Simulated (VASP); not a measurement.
Crystal: PbSe.

```xyz
2
Lattice="0.0000 3.1089 3.1089 3.1089 0.0000 3.1089 3.1089 3.1089 0.0000" Properties=species:S:1:pos:R:3 pbc="T T T"
Pb    0.0000    0.0000    0.0000
Se    3.1089    3.1089    3.1089
```

| Property | Result |
| --- | --- |
| Program | VASP 6.6.1 |
| Task | relaxation of cell and atoms |
| Functional | PBEsol |
| Potentials or basis | VASP PAW PBE potentials, release 64 (Pb_d, Se) |
| Cutoff | 600 eV |
| k mesh | 10 × 10 × 10 |
| Occupations | gaussian, width 0.01 eV |
| Spin | no spin polarisation |

At the start: pressure -2.6 GPa; volume 30.05 Å³/atom.

Problem. How do energy, volume and symmetry change on relaxing?

Solution. Over 3 steps the energy falls by 13.9 meV/atom and the volume is 28.44 Å³/atom (-5.4 %); space group Fm-3m (No. 225, to 0.1 Å) before and after.

Step by step:
| step | energy change (eV) | largest force (eV/Å) | pressure (GPa) | volume (Å³) |
| --- | --- | --- | --- | --- |
| 1 | 0.0000 | 0.0000 | -2.63 | 60.10 |
| 2 | -0.0249 | 0.0000 | 0.98 | 55.90 |
| 3 | -0.0278 | 0.0000 | -0.02 | 56.88 |

Final structure:
```
CELL_PARAMETERS angstrom
0.00000 3.05234 3.05234
3.05234 0.00000 3.05234
3.05234 3.05234 0.00000
ATOMIC_POSITIONS crystal
Pb 0.00000 0.00000 0.00000
Se 0.50000 0.50000 0.50000
```

Caveat: the PAW data sets were made with another functional, which shifts forces and pressure a little.
